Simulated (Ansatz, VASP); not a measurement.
## Two plane-wave programs on CoO

Contents of INCAR:

```
SYSTEM = CoO
PREC = Accurate
ENCUT = 520
EDIFF = 1E-6
ISMEAR = -1
SIGMA = 0.05
LREAL = .False.
LASPH = .True.
NELM = 150
ALGO = Normal
ISIF = 2
LWAVE = .False.
LCHARG = .False.
ISPIN = 2
MAGMOM = 2 0
LORBIT = 11
LMAXMIX = 4
GGA = PE
NBANDS = 18
```

File KPOINTS:

```
Automatic mesh
0
Gamma
  10 10 10
  0 0 0
```

POSCAR

```
CoO
1.0
    1.6336438949      0.9431847425      2.6168066281
   -1.6336438949      0.9431847425      2.6168066281
    0.0000000000     -1.8863694850      2.6168066281
Co O
1 1
Direct
    0.9989783200      0.9989783200      0.9989783200
    0.7510210300      0.7510210300      0.7510210300
```

The input input.yaml:

```yaml
crystal:
  lattice:
    - [1.6336438949, 0.9431847425, 2.6168066281]
    - [-1.6336438949, 0.9431847425, 2.6168066281]
    - [0.0, -1.886369485, 2.6168066281]
  atoms:
    - { symbol: Co, position: [0.99897832, 0.99897832, 0.99897832], spin: 2.0 }
    - { symbol: O, position: [0.75102103, 0.75102103, 0.75102103] }
hamiltonian:
  xc: pbe
  pseudopotentials: { kind: paw }
magnetization:
  spin_polarized: true
kpoints:
  mp_grid: { grid: [10, 10, 10] }
scf:
  occupations: { method: fermi_dirac, width: 0.05 }
output:
  forces: true
  stress: true
  eigenvalues: true
  write_density: true
  write_potential: true
  elf: true
  volumetric_format: npy
```

Alike in both runs: task single point; functional PBE; k mesh 10 × 10 × 10; occupations fermi-dirac, width 0.05 eV; collinear spin.

|  | VASP | Ansatz |
| --- | --- | --- |
| version | VASP 6.6.1 | Ansatz 0.2.0 |
| potentials or method | VASP PAW PBE potentials, release 64 (Co, O) | Ansatz PAW |
| plane-wave cutoff (eV) | 520 | 420 |
| valence electrons in the cell | 15 | 23 |

```csv
,VASP,Ansatz,Ansatz less VASP
gap on the k mesh at the Fermi level (eV),none,none,-
pressure (GPa),-6.6,-6.5,+0.03
"traceless stress, the component that is largest in VASP (GPa)",2.89,2.88,-0.012
rms of the force components (eV/Å),0.117,0.115,-0.0016
net moment per atom (μB),1.45,1.45,+0.007
size of the moment on the site where the two differ most (μB),2.48,2.33,-0.156
```

Site moments also hang on the region over which each program counts them. Atom by atom the forces differ by 0.002 eV/Å (rms over components). A gap of «none» marks a metal or a gap that the smearing closes. With one functional, cell and mesh, what is left measures potentials, basis and numerics. VASP's potentials hold 15 valence electrons a cell and Ansatz's 23, so a difference there can come from the potentials and not from the codes.
